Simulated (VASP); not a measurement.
Crystal: KBr.

```xyz
2
Lattice="0.0000 3.3000 3.3000 3.3000 0.0000 3.3000 3.3000 3.3000 0.0000" Properties=species:S:1:pos:R:3 pbc="T T T"
Br    3.3000    3.3000    3.3000
K     0.0000    0.0000    0.0000
```

```yaml
Program: VASP 6.6.1
Task: relaxation of cell and atoms
Functional: BLYP
Potentials_or_basis: VASP PAW PBE potentials, release 64 (Br, K_sv)
Cutoff: 600 eV
k_mesh: 7 × 7 × 7
Occupations: fermi-dirac, width 0.05 eV
Spin: no spin polarisation
```

At the start: pressure 1.5 GPa; volume 35.94 Å³/atom.

Question: Where does the relaxation end?

Answer: Over 4 steps the energy falls by 16.5 meV/atom and the volume is 39.74 Å³/atom (+10.6 %); space group Fm-3m (No. 225, to 0.05 Å).

Step by step:
```csv
step,energy change (eV),largest force (eV/Å),pressure (GPa),volume (Å³)
1,0.0000,0.0000,1.54,71.87
2,-0.0250,0.0000,0.69,75.53
3,-0.0328,0.0000,-0.10,80.08
4,-0.0330,0.0000,0.00,79.49
```

Final structure:
```
Br K
1.0
     0.00000    3.41261    3.41261
     3.41261    0.00000    3.41261
     3.41261    3.41261    0.00000
Br K
1 1
Direct
  0.50000 0.50000 0.50000
  0.00000 0.00000 0.00000
```

Caveat: the PAW data sets were made with another functional, which shifts forces and pressure a little; the volume moved by +11 % from the deposited cell, more than functionals usually miss.
